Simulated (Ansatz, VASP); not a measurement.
## One calculation of Rh, two programs

```
CELL_PARAMETERS angstrom
2.28079 -3.40424 0.00000
2.28079 3.40424 0.00000
0.00000 0.00000 5.15628
ATOMIC_POSITIONS crystal
Rh 0.50000 0.00000 0.25000
Rh 0.00000 0.50000 0.75000
Rh 0.00000 0.50000 0.25000
Rh 0.50000 0.00000 0.75000
Rh 0.00000 0.00000 0.00000
```

Alike in both runs: task relaxation of cell and atoms; functional PBE; k mesh 4 × 4 × 4; occupations gaussian, width 0.1 eV; no spin polarisation.

```csv
,VASP,Ansatz
version,VASP 6.6.1,Ansatz 0.2.0
potentials or method,"VASP PAW PBE potentials, release 64 (Rh_pv), cutoff 600 eV","scalar-relativistic, plane waves, PAW"
valence electrons in the cell,75,85
```

|  | VASP | Ansatz | Ansatz less VASP |
| --- | --- | --- | --- |
| gap on the k mesh at the Fermi level, each at its own relaxed structure (eV) | none | none | - |
| relaxed volume (Å³/atom) | 16.49 | 16.47 | -0.015 |
| relaxed length of the cell vector where the two differ most in proportion (Å) | 3.649 | 3.646 | -0.0027 |

A gap of «none» marks a metal or a gap that the smearing closes. VASP's potentials hold 75 valence electrons a cell and Ansatz's 85, so a difference there can come from the potentials and not from the codes.

The k mesh is coarse, so the values compare programs but aren't converged.
